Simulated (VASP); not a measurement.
Set up this calculation in VASP 6.6.1, as the native input.

```
Task                   : single point
Functional             : LDA
Potentials or basis    : VASP PAW LDA potentials, release 64 (Zr_sv, B)
Cutoff                 : 520 eV
k mesh                 : 16 × 16 × 16
Occupations            : gaussian, width 0.15 eV
Spin                   : no spin polarisation
Dipole correction      : no
Further INCAR settings : ALGO = Normal; EDIFF = 1e-06; NBANDS = 14
```

The structure of ZrB lies in POSCAR:

```
ZrB
1.0
    0.0000000000      2.4153850465      2.5924327704
    2.2463080932      0.0000000000      2.5924327704
    2.2463080932      2.4153850465      0.0000000000
Zr B
1 1
Direct
    0.0000000000      0.0000000000      0.0000000000
    0.5000000000      0.5000000000      0.5000000000
```

This cell differs from its parent crystal: normal strain along x -0.0700, normal strain along z +0.0733.

The input as run:

INCAR

```
  ALGO = Normal
  EDIFF = 1E-6
  ENCUT = 520
  GGA = CA
  ISIF = 2
  ISMEAR = 0
  LASPH = True
  LCHARG = True
  LELF = True
  LREAL = False
  LVHAR = True
  LWAVE = False
  NBANDS = 14
  NELM = 80
  PREC = Accurate
  SIGMA = 0.15
```

KPOINTS

```
k-points
0
Gamma
  16 16 16
```

Potentials or basis: VASP PAW LDA potentials, release 64 (Zr_sv, B).

The run is started by

```bash
$ cat potpaw_LDA.64/Zr_sv/POTCAR potpaw_LDA.64/B/POTCAR > POTCAR
$ mpirun -np 1 vasp_std > vasp.out
```

Results of the run:

```json
{
  "Pressure": "4.3 GPa"
}
```

Caveat: the cell differs from its parent crystal (normal strain along x -0.0700, normal strain along z +0.0733).

It took 2.6 min on 1 thread of Intel(R) Xeon(R) Platinum 8488C (Sapphire Rapids) (shared host), peak memory 0.35 GiB.
